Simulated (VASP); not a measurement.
A run of VASP 6.6.1 is set up as follows.

File INCAR:

```
SYSTEM = Be2C
PREC = Accurate ; ENCUT = 600
EDIFF = 1E-6 ; ISMEAR = 0
SIGMA = 0.01 ; LREAL = .False.
LASPH = .True. ; NELM = 120
ALGO = Normal ; ISIF = 2
LWAVE = .False. ; LCHARG = .False.
GGA = PS ; NBANDS = 11
GGA_COMPAT = .False.
```

KPOINTS

```
regular mesh
0
Gamma
  10 10 10
  0 0 0
```

Contents of POSCAR:

```
Be2C
1.0
    2.1553793063      2.1553793063      0.0000000000
   -2.1553793063      2.1553793063      0.0000000000
    0.0000000000      2.1553793063      2.1553793063
Be C
2 1
Direct
    0.2500000000      0.7500000000      0.5000000000
    0.7500000000      0.2500000000      0.5000000000
    0.0000000000      0.0000000000      0.0000000000
```

Potentials or basis: VASP PAW PBE potentials, release 64 (Be, C).

Command:

```sh
$ cat potpaw_PBE.64/Be/POTCAR potpaw_PBE.64/C/POTCAR > POTCAR
$ mpirun -np 1 vasp_std > vasp.out
```

(1) Estimate the band gap on the k mesh.

(2) What does it give for the pressure?

Results:

(1) 1.07 eV, indirect (least direct gap 4.11 eV).

(2) 0.6 GPa.

Caveat: the PAW data sets were made with another functional, which shifts forces and pressure a little.
